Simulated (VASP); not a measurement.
Write the native input for VASP 6.6.1 that does the following.

* Task: single point
* Functional: PBEsol
* Potentials or basis: VASP PAW PBE potentials, release 64 (W_sv, Ta_pv, C)
* Cutoff: 520 eV
* k mesh: 10 × 10 × 10
* Occupations: fermi-dirac, width 0.05 eV
* Spin: no spin polarisation
* Hubbard terms: Ta d U = 3.0 eV, W d U = 3.0 eV
* Dipole correction: no
* Further INCAR settings: ALGO = Normal; EDIFF = 1e-07; NBANDS = 24

The structure of TaWC2 lies in POSCAR:

```
TaWC2
1.0
    1.5579812584      0.8995008989      5.0531375117
   -1.5579812584      0.8995008989      5.0531375117
    0.0000000000     -1.7990017979      5.0531375117
W Ta C
1 1 2
Direct
    0.0000000000      0.0000000000      0.0000000000
    0.5000000000      0.5000000000      0.5000000000
    0.2508455814      0.2508455814      0.2508455814
    0.7491544186      0.7491544186      0.7491544186
```

These files were run (other wordings do the same):

INCAR

```
ALGO = Normal
EDIFF = 1E-7
ENCUT = 520
GGA = PS
ISIF = 2
ISMEAR = -1
LASPH = T
LCHARG = F
LDAU = T
LDAUJ = 0 0 0
LDAUL = 2 2 -1
LDAUPRINT = 1
LDAUTYPE = 2
LDAUU = 3 3 0
LMAXMIX = 4
LREAL = F
LWAVE = F
NBANDS = 24
NELM = 150
PREC = Accurate
SIGMA = 0.05
```

KPOINTS

```
k-points
0
Gamma
  10 10 10
```

Potentials or basis: VASP PAW PBE potentials, release 64 (W_sv, Ta_pv, C).

Run with:

```console
$ cat potpaw_PBE.64/W_sv/POTCAR potpaw_PBE.64/Ta_pv/POTCAR potpaw_PBE.64/C/POTCAR > POTCAR
$ mpirun -np 1 vasp_std > vasp.out
```

It gave:

```
Pressure               : 7.0 GPa
Largest force          : 0.140 eV/Å
Band gap on the k mesh : zero (an odd number of electrons rules out a gap without spin polarisation)
```

Caveat: the cell stands under pressure; the PAW data sets were made with another functional, which shifts forces and pressure a little; spin-orbit coupling is left out, which moves the levels of the heavy elements; an odd number of electrons without spin polarisation forces a metal; a magnetic or distorted state may lie lower; U without spin polarisation on a metal has little footing; the U is typed as a test and isn't derived for this compound.

Run time: 2 min on 1 thread of Intel(R) Xeon(R) 6975P-C (Granite Rapids), on a shared host, peak memory 0.31 GiB.
